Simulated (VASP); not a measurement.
# Te2Mo in VASP: settings compared, part 2 of 3

VASP 6.6.1. The steps go on from the part before.

## 3. Single point, RPBE+D3(BJ)

INCAR

```
SYSTEM = Te2Mo
  PREC = Accurate
  ENCUT = 520
  EDIFF = 1E-6
  ISMEAR = -1
  SIGMA = 0.05
  LREAL = .False.
  LASPH = .True.
  NELM = 100
  ALGO = Normal
  ISIF = 2
  LWAVE = .False.
  LCHARG = .False.
  GGA = RP
  IVDW = 12
  NBANDS = 35
```

KPOINTS

```
regular mesh
0
Gamma
  4 8 1
  0 0 0
```

POSCAR

```
Te2Mo
1.0
    6.4863781235      0.0000000000      0.0000000000
    0.0000000000      3.5486635872      0.0000000000
   -0.0874228505      0.0000000000     36.8854017842
Te Mo
4 2
Direct
    0.4292511000      0.7500000000      0.5407035800
    0.5707489000      0.2500000000      0.4592964200
    0.9208478700      0.2500000000      0.5565273200
    0.0791521300      0.7500000000      0.4434726800
    0.1813475600      0.2500000000      0.4974653700
    0.8186524400      0.7500000000      0.5025346300
```

Potentials or basis: VASP PAW PBE potentials, release 64 (Te, Mo_sv).

Run with:

```sh
cat potpaw_PBE.64/Te/POTCAR potpaw_PBE.64/Mo_sv/POTCAR > POTCAR
mpirun -np 1 vasp_std > vasp.out
```

OUTCAR:

```text
SYSTEM = Te2Mo
   PREC = Accurate
   ENCUT = 520
   EDIFF = 1E-6
   ISMEAR = -1
   LREAL = .False.
   LASPH = .True.
   NELM = 100
   ISIF = 2
   GGA = RP
   IVDW = 12
 IVDW          = 12

 ion  position               nearest neighbor table
   1  0.429  0.750  0.541-   5 2.87   5 2.87   6 2.89   2 3.61   2 3.61
   2  0.571  0.250  0.459-   6 2.87   6 2.87   5 2.89   1 3.61   1 3.61
   3  0.921  0.250  0.557-   6 2.75   6 2.75   5 2.76
   4  0.079  0.750  0.443-   5 2.75   5 2.75   6 2.76
   5  0.181  0.250  0.497-   4 2.75   4 2.75   3 2.76   1 2.87   1 2.87   2 2.89   6 2.95   6 2.95

   6  0.819  0.750  0.503-   3 2.75   3 2.75   4 2.76   2 2.87   2 2.87   1 2.89   5 2.95   5 2.95

  LATTYP: Found a simple monoclinic cell.
 ALAT       =     6.4863781235
 B/A-ratio  =     0.5470947761
 C/A-ratio  =     5.6866104139
 COS(beta)  =    -0.0023701139

  Lattice vectors:

 A1 = (   6.4863781235,   0.0000000000,   0.0000000000)
 A2 = (   0.0000000000,   3.5486635872,   0.0000000000)
 A3 = (  -0.0874228505,   0.0000000000,  36.8854017842)

Analysis of symmetry for initial positions (statically):
=====================================================================
 Subroutine PRICEL returns:
 Original cell was already a primitive cell.

 Routine SETGRP: Setting up the symmetry group for a
 simple monoclinic supercell.

 Subroutine GETGRP returns: Found  4 space group operations
 (whereof  2 operations were pure point group operations)
 out of a pool of  4 trial point group operations.

The static configuration has the point symmetry S_2 .
 The point group associated with its full space group is C_2h.

Analysis of symmetry for dynamics (positions and initial velocities):
=====================================================================
 Subroutine PRICEL returns:
 Original cell was already a primitive cell.

 Routine SETGRP: Setting up the symmetry group for a
 simple monoclinic supercell.

 Subroutine GETGRP returns: Found  4 space group operations
 (whereof  2 operations were pure point group operations)
 out of a pool of  4 trial point group operations.

The dynamic configuration has the point symmetry S_2 .
 The point group associated with its full space group is C_2h.

 Subroutine INISYM returns: Found  4 space group operations
 (whereof  2 operations are pure point group operations),
 and found     1 'primitive' translations

----------------------------------------------------------------------------------------

                                     Primitive cell

  volume of cell :     849.0272

  direct lattice vectors                    reciprocal lattice vectors
     6.486378123  0.000000000  0.000000000     0.154169242  0.000000000  0.000365400
     0.000000000  3.548663587  0.000000000     0.000000000  0.281796224  0.000000000
    -0.087422850  0.000000000 36.885401784     0.000000000  0.000000000  0.027110997

  length of vectors
     6.486378123  3.548663587 36.885505385     0.154169675  0.281796224  0.027110997

  position of ions in fractional coordinates (direct lattice)
     0.429251100  0.750000000  0.540703580
     0.570748900  0.250000000  0.459296420
     0.920847870  0.250000000  0.556527320
[... 45 lines left out ...]
  0.250000  0.125000  0.000000      4.000000
  0.500000  0.125000  0.000000      2.000000
  0.000000  0.250000  0.000000      2.000000
  0.250000  0.250000  0.000000      4.000000
  0.500000  0.250000  0.000000      2.000000
  0.000000  0.375000  0.000000      2.000000
  0.250000  0.375000  0.000000      4.000000
  0.500000  0.375000  0.000000      2.000000
  0.000000  0.500000  0.000000      1.000000
  0.250000  0.500000  0.000000      2.000000
  0.500000  0.500000  0.000000      1.000000
   k-points           NKPTS =     15   k-points in BZ     NKDIM =     15   number of bands    NBANDS=     35
   number of dos      NEDOS =    301   number of ions     NIONS =      6
   total plane-waves  NPLWV = 376320
   dimension x,y,z NGX =    48 NGY =   28 NGZ =  280
   dimension x,y,z NGXF=    96 NGYF=   56 NGZF=  560
   ions per type =               4   2
   NGX,Y,Z   is equivalent  to a cutoff of  12.30, 13.12, 12.62 a.u.
   NGXF,Y,Z  is equivalent  to a cutoff of  24.60, 26.23, 25.24 a.u.
 SYSTEM =  Te2Mo
   PREC   = accura    normal or accurate (medium, high low for compatibility)
   ISTART =      0    job   : 0-new  1-cont  2-samecut
   ICHARG =      2    charge: 1-file 2-atom 10-const
   ISPIN  =      1    spin polarized calculation?
   LNONCOLLINEAR =      F non collinear calculations
   LSORBIT =      F    spin-orbit coupling
   LASPH  =      T    aspherical Exc in radial PAW
   ENCUT  =  520.0 eV  38.22 Ry    6.18 a.u.  12.06  6.60 68.58*2*pi/ulx,y,z
   NELM   =    100;   NELMIN=  2; NELMDL= -5     # of ELM steps
   EDIFF  = 0.1E-05   stopping-criterion for ELM
   LREAL  =      F    real-space projection
   EDIFFG = 0.1E-04   stopping-criterion for IOM
   NSW    =      0    number of steps for IOM
   IBRION =     -1    ionic relax: 0-MD 1-quasi-New 2-CG
   NFREE  =      0    steps in history (QN), initial steepest desc. (CG)
   ISIF   =      2    stress and relaxation
   ISYM   =      2    0-nonsym 1-usesym 2-fastsym
   POTIM  = 0.5000    time-step for ionic-motion
   TEBEG  =    0.0;   TEEND  =   0.0 temperature during run
   PSTRESS=    0.0 pullay stress
   NELECT =      52.0000    total number of electrons
   NUPDOWN=      -1.0000    fix difference up-down
   EMIN   =  10.00;   EMAX   =-10.00  energy-range for DOS
   EFERMI =   0.00;   METHOD = LEGACY
   ISMEAR =    -1;   SIGMA  =   0.05  broadening in eV -4-tet -1-fermi 0-gaus
   EFERMI_NEDOS =   21; number of points for ismear=-14 and -15
   IALGO  =     38    algorithm
   IMIX   =      4    mixing-type and parameters
     AMIX     =   0.40;   BMIX     =  1.00
     AMIX_MAG =   1.60;   BMIX_MAG =  1.00
  volume/ion in A,a.u.               =     141.50       954.92
  Fermi-wavevector in a.u.,A,eV,Ry     =   0.645311  1.219460  5.665815  0.416426
  Thomas-Fermi vector in A             =   1.712925
   LORBIT       =      0    0 simple, 1 ext, 2 COOP (PROOUT), +10 PAW based schemes
   GGA     = RP    functional components
   LHFCALC =     F    Hartree Fock is set to
   AEXX    =    0.0000 exact exchange contribution
   IVDW    =    12    specifies the selected vdW correction
   LEPSILON=     F    determine dielectric tensor
   LRPA    =     F    only Hartree local field effects (RPA)
 non-spin polarized calculation
  energy-cutoff  :      520.00
  volume of cell :      849.03
 maximum number of plane-waves:     22938
   NGX = 25   NGY = 13   NGZ =137

 number of electron      52.0000000 magnetization

 Free energy of the ion-electron system (eV)
  ---------------------------------------------------
  ext. energy  EPLUGINS =         0.00000000
  ---------------------------------------------------
  free energy    TOTEN  =       -33.51874322 eV

  energy without entropy =      -33.51016703  energy(sigma->0) =      -33.51445513

 E-fermi :  -2.2634     XC(G=0):  -2.2341

 val. band max:       -2.4090578793   @ k =   0.0000   0.1250   0.0000
 cond. band min:      -2.2585499755   @ k =   0.0000   0.1250   0.0000
 fundamental gap:      0.1505079038
 Fermi energy:        -2.2634205569

 k-point     1 :       0.0000    0.0000    0.0000
  band No.  band energies     occupation
      1     -63.3606      2.00000
      2     -63.3159      2.00000
      3     -37.5579      2.00000
      4     -37.5372      2.00000
      5     -37.4664      2.00000
      6     -37.4034      2.00000
[... 559 lines left out ...]
     34       0.9076      0.00000
     35       2.1330      0.00000

------------------------ aborting loop because EDIFF is reached ----------------------------------------

 Edisp (eV)  -13.25267

 E8    (eV) :    -9.0755

  FORCE on cell =-STRESS in cart. coord.  units (eV):
  Direction    XX          YY          ZZ          XY          YZ          ZX
  --------------------------------------------------------------------------------------
  -------------------------------------------------------------------------------------
  Total     -21.42647   -22.77502   -14.16125     0.00000     0.00000     0.10533
  in kB     -40.43333   -42.97815   -26.72334     0.00000     0.00000     0.19877
  external pressure =      -36.71 kB  Pullay stress =        0.00 kB

 VOLUME and BASIS-vectors are now :
 -----------------------------------------------------------------------------
  energy-cutoff  :      520.00
  volume of cell :      849.03
      direct lattice vectors                 reciprocal lattice vectors
     6.486378123  0.000000000  0.000000000     0.154169242  0.000000000  0.000365400
     0.000000000  3.548663587  0.000000000     0.000000000  0.281796224  0.000000000
    -0.087422850  0.000000000 36.885401784     0.000000000  0.000000000  0.027110997

 POSITION                                       TOTAL-FORCE (eV/Angst)
 -----------------------------------------------------------------------------------
      2.73702      2.66150     19.94407         0.021415     -0.000000     -1.826974
      3.66194      0.88717     16.94133        -0.021415      0.000000      1.826974
      5.92431      0.88717     20.52773        -0.003307      0.000000     -2.073011
      0.47464      2.66150     16.35767         0.003307     -0.000000      2.073011
      1.13280      0.88717     18.34921        -0.287777      0.000000      0.033478
      5.26616      2.66150     18.53619         0.287777     -0.000000     -0.033478
 -----------------------------------------------------------------------------------
    total drift:                               -0.000000     -0.000000     -0.000000

  FREE ENERGIE OF THE ION-ELECTRON SYSTEM (eV)
  ---------------------------------------------------
  free  energy   TOTEN  =       -46.7714093990 eV

  energy  without entropy=      -46.7628332132  energy(sigma->0) =      -46.76712131
```

Run time: 9.9 min. Hardware: 1 thread of Intel Xeon 6975P-C (Granite Rapids), shared host; peak memory 0.93 GiB.

What came out:

```yaml
Free_energy: -46.7714 eV
Largest_force: 2.073 eV/Å
Band_gap_on_the_k_mesh: zero (band 26 reaches -2.13 eV, above the bottom of band 27 at -2.26 eV)
Dispersion_energy_per_atom: -2.209 eV
```

Forces in eV/Å, atoms in the order of the input:
```
Te   0.021  0.000 -1.827
Te  -0.021  0.000  1.827
Te  -0.003  0.000 -2.073
Te   0.003  0.000  2.073
Mo  -0.288  0.000  0.033
Mo   0.288  0.000 -0.033
```

Levels at points of the mesh, in eV from the Fermi level:
```csv
k point,band 24,band 25,band 26,band 27,band 28,band 29
"(0.00, 0.00, 0.00)",-0.57,-0.28,0.13,0.62,0.96,1.60
"(0.50, 0.00, 0.00)",-0.76,-0.71,-0.63,0.14,0.95,1.40
"(0.00, 0.50, 0.00)",-1.52,-1.31,-1.31,1.11,1.11,1.37
"(0.50, 0.50, 0.00)",-1.63,-0.81,-0.81,1.02,1.02,1.80
```

Caveat: the PAW data sets were made with another functional, which shifts forces and pressure a little; spin-orbit coupling is left out, which moves the levels of the heavy elements.

## 4. Single point, LDA

INCAR

```
  PREC = Accurate
  ENCUT = 520
  EDIFF = 1E-6
  ISMEAR = -1
  SIGMA = 0.05
  LREAL = False
  LASPH = True
  NELM = 60
  ALGO = Normal
  ISIF = 2
  LWAVE = False
  LCHARG = False
  NBANDS = 35
```

KPOINTS

```
Automatic mesh
0
Gamma
  4 8 1
```

POSCAR is that of step 3.

Potentials or basis: VASP PAW LDA potentials, release 64 (Te, Mo_sv).

Run with:

```sh
cat potpaw_LDA.64/Te/POTCAR potpaw_LDA.64/Mo_sv/POTCAR > POTCAR
mpirun -np 1 vasp_std > vasp.out
```

Wall time 26 min (1 thread of AMD EPYC 7R13, shared host); peak memory 0.76 GiB.

The run converged. Its results:

```
Free energy            : -40.3464 eV
Largest force          : 1.261 eV/Å
Band gap on the k mesh : zero (band 26 reaches -2.48 eV, above the bottom of band 27 at -2.62 eV)
```

Forces in eV/Å, atoms in the order of the input:
```
Te  -0.047  0.000 -0.847
Te   0.047  0.000  0.847
Te   0.017  0.000 -1.260
Te  -0.017  0.000  1.260
Mo  -0.225  0.000 -0.069
Mo   0.225  0.000  0.069
```

Levels at points of the mesh, in eV from the Fermi level:
```
           k point  band 23  band 24  band 25  band 26  band 27  band 28  band 29  band 30
(0.00, 0.00, 0.00)    -0.84    -0.55    -0.26     0.14     0.61     0.99     1.60     2.01
(0.50, 0.00, 0.00)    -1.14    -0.74    -0.69    -0.61     0.13     0.95     1.39     1.66
(0.00, 0.50, 0.00)    -1.49    -1.49    -1.28    -1.28     1.08     1.08     1.35     1.35
(0.50, 0.50, 0.00)    -1.59    -1.59    -0.77    -0.77     0.99     0.99     1.81     1.81
```

Caveat: spin-orbit coupling is left out, which moves the levels of the heavy elements.

## 5. Single point, PBE+D4

This run uses another cell than the first one, of 129.95 Å³/atom, 0.918 times its volume.

INCAR

```
PREC = Accurate
ENCUT = 520
EDIFF = 1E-6
ISMEAR = -1
SIGMA = 0.05
LREAL = F
LASPH = T
NELM = 100
ALGO = Normal
ISIF = 2
LWAVE = F
LCHARG = F
GGA = PE
IVDW = 13
NBANDS = 35
```

KPOINTS

```
regular mesh
0
Gamma
  4 8 1
```

POSCAR

```
Te2Mo
1.0
    6.3220829923      0.0000000000      0.0035166076
    0.0000000000      3.4099524687      0.0000000000
   -0.0652109736      0.0000000000     36.1666116777
Te Mo
4 2
Direct
    0.4315056773      0.7500000000      0.5411524102
    0.5684943227      0.2500000000      0.4588475898
    0.9218224585      0.2500000000      0.5570930144
    0.0781775415      0.7500000000      0.4429069856
    0.1825540207      0.2500000000      0.4976318235
    0.8174459793      0.7500000000      0.5023681765
```

Potentials or basis: VASP PAW PBE potentials, release 64 (Te, Mo_sv).

Run with:

```sh
cat potpaw_PBE.64/Te/POTCAR potpaw_PBE.64/Mo_sv/POTCAR > POTCAR
mpirun -np 1 vasp_std > vasp.out
```

Wall time 17 min (1 thread of AMD EPYC 7R13 (Zen 3), shared host); peak memory 0.86 GiB.

Results (log left out):

| Quantity | Value |
| --- | --- |
| Free energy | -38.5588 eV |
| Largest force | 0.011 eV/Å |
| Band gap on the k mesh | zero (band 26 reaches -1.69 eV, above the bottom of band 27 at -2.04 eV) |
| Dispersion energy per atom | -0.436 eV |

Forces in eV/Å, atoms in the order of the input:
```
Te   0.000  0.000  0.008
Te   0.000  0.000 -0.008
Te   0.001  0.000  0.002
Te  -0.001  0.000 -0.002
Mo   0.011  0.000 -0.001
Mo  -0.011  0.000  0.001
```

Levels at points of the mesh, in eV from the Fermi level:
```
           k point  band 22  band 23  band 24  band 25  band 26  band 27  band 28  band 29  band 30  band 31
(0.00, 0.00, 0.00)    -1.40    -1.08    -0.49    -0.37     0.35     0.57     1.20     1.65     2.08     2.41
(0.50, 0.00, 0.00)    -1.44    -1.43    -0.94    -0.72    -0.52     0.00     1.28     1.38     1.86     2.82
(0.00, 0.50, 0.00)    -2.63    -1.70    -1.70    -1.46    -1.46     1.18     1.18     1.53     1.53     1.95
(0.50, 0.50, 0.00)    -2.38    -1.73    -1.73    -0.90    -0.90     1.17     1.17     1.81     1.81     2.31
```

Caveat: spin-orbit coupling is left out, which moves the levels of the heavy elements.

(Continued in part 3 of 3.)
